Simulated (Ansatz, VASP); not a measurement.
## Ir in VASP and in Ansatz

Contents of INCAR:

```
ALGO = Normal
EDIFF = 1E-7
EDIFFG = -0.01
ENCUT = 560
GGA = PS
GGA_COMPAT = F
IBRION = 2
ISIF = 3
ISMEAR = -1
IVDW = 12
LASPH = T
LCHARG = F
LREAL = F
LWAVE = F
NELM = 120
NELMIN = 4
NSW = 60
PREC = Accurate
SIGMA = 0.05
```

KPOINTS

```
k-points
0
Gamma
  11 11 6
```

POSCAR

```
Ir
1.0
    2.7513778946      0.0000000000      0.0000000000
   -1.3756889473      2.3827631521      0.0000000000
    0.0000000000      0.0000000000      4.4622900000
Ir
2
Direct
    0.3333333333      0.6666666667      0.2500000000
    0.6666666667      0.3333333333      0.7500000000
```

The input input.yaml:

```yaml
crystal:
  lattice:
    - [2.7513778946, 0.0, 0.0]
    - [-1.3756889473, 2.3827631521, 0.0]
    - [0.0, 0.0, 4.46229]
  atoms:
    - { symbol: Ir, position: [0.3333333333, 0.6666666667, 0.25] }
    - { symbol: Ir, position: [0.6666666667, 0.3333333333, 0.75] }
hamiltonian:
  xc: pbesol
  pseudopotentials: { kind: paw }
  dispersion: d3bj
kpoints:
  mp_grid: { grid: [11, 11, 6] }
scf:
  occupations: { method: fermi_dirac, width: 0.05 }
output:
  forces: true
  stress: true
  eigenvalues: true
  write_density: true
  write_potential: true
  elf: true
  volumetric_format: npy
relax:
  f_tol: 0.01
  max_steps: 40
  cell: { stress_tol: 0.05 }
```

Alike in both runs: task relaxation of cell and atoms; functional PBEsol; dispersion D3(BJ); k mesh 11 × 11 × 6; occupations fermi-dirac, width 0.05 eV; no spin polarisation.

|  | VASP | Ansatz |
| --- | --- | --- |
| version | VASP 6.6.1 | Ansatz 0.2.0 |
| potentials or method | VASP PAW PBE potentials, release 64 (Ir_sv_GW) | Ansatz PAW |
| plane-wave cutoff (eV) | 560 | 420 |
| valence electrons in the cell | 34 | 34 |

Ansatz gave:

- gap on the k mesh at the Fermi level, each at its own relaxed structure (eV): none
- relaxed volume (Å³/atom): 13.82
- relaxed length of the cell vector where the two differ most in proportion (Å): 2.700

Task: Which values does VASP return?

Result: gap on the k mesh at the Fermi level, each at its own relaxed structure (eV): none; relaxed volume (Å³/atom): 13.77; relaxed length of the cell vector where the two differ most in proportion (Å): 2.697.

VASP's potentials were made for PBE, not for PBEsol. A gap of «none» marks a metal or a gap that the smearing closes.

Neither program's run includes spin-orbit coupling. Noted on Ansatz's run: the plane-wave basis is chosen anew once the cell has moved, so the energies of steps on either side of that aren't comparable.
